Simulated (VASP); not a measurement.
Write the native input for VASP 6.6.1 that does the following.

* Task: single point
* Functional: PBEsol
* Potentials or basis: VASP PAW PBE potentials, release 64 (Hf_pv, N)
* Cutoff: 520 eV
* k mesh: 1 × 1 × 12
* Occupations: gaussian, width 0.05 eV
* Spin: no spin polarisation
* Dipole correction: no
* Further INCAR settings: LREAL = Auto; ALGO = Normal; EDIFF = 1e-06; NBANDS = 74

The structure of HfN lies in POSCAR:

```
HfN
1.0
   13.5000000000      0.0000000000      0.0000000000
    0.0000000000     13.8000000000      0.0000000000
    0.0000000000      0.0000000000      4.5017418630
Hf N
8 8
Direct
    0.5000000000      0.5000000000      0.0000000000
    0.5000000000      0.3368934108      0.5000000000
    0.5000000000      0.6631065892      0.5000000000
    0.3332688199      0.5000000000      0.5000000000
    0.6667311801      0.5000000000      0.5000000000
    0.3332688199      0.3368934108      0.0000000000
    0.3332688199      0.6631065892      0.0000000000
    0.6667311801      0.3368934108      0.0000000000
    0.3332688199      0.5000000000      0.0000000000
    0.6667311801      0.5000000000      0.0000000000
    0.3332688199      0.3368934108      0.5000000000
    0.3332688199      0.6631065892      0.5000000000
    0.6667311801      0.3368934108      0.5000000000
    0.5000000000      0.5000000000      0.5000000000
    0.5000000000      0.3368934108      0.0000000000
    0.5000000000      0.6631065892      0.0000000000
```

These files were run (other wordings do the same):

INCAR

```
PREC     = Accurate       # precision mode
ENCUT    = 520            # plane-wave cutoff, eV
EDIFF    = 1E-6           # SCF threshold, eV
ISMEAR   = 0              # smearing method
SIGMA    = 0.05           # smearing width, eV
LREAL    = Auto         
LASPH    = T              # aspherical terms in the spheres
NELM     = 80             # most SCF steps
ALGO     = Normal         # electronic algorithm
ISIF     = 2              # what is computed and relaxed
LWAVE    = F              # write WAVECAR
LCHARG   = F              # write CHGCAR
GGA      = PS             # functional
NBANDS   = 74             # bands
```

KPOINTS

```
regular mesh
0
Gamma
  1 1 12
```

Potentials or basis: VASP PAW PBE potentials, release 64 (Hf_pv, N).

Launch:

```sh
$ cat potpaw_PBE.64/Hf_pv/POTCAR potpaw_PBE.64/N/POTCAR > POTCAR
$ mpirun -np 1 vasp_std > vasp.out
```

Results of the run:

| Property | Result |
| --- | --- |
| Largest force | 3.837 eV/Å |
| Band gap on the k mesh | zero (bands 60 and 61 overlap by 0.87 eV) |

Caveat: the PAW data sets were made with another functional, which shifts forces and pressure a little; spin-orbit coupling is left out, which moves the levels of the heavy elements.

It took 12 min on 1 thread of AMD EPYC 9R45 (Zen 5), with other jobs on the host, peak memory 0.85 GiB.
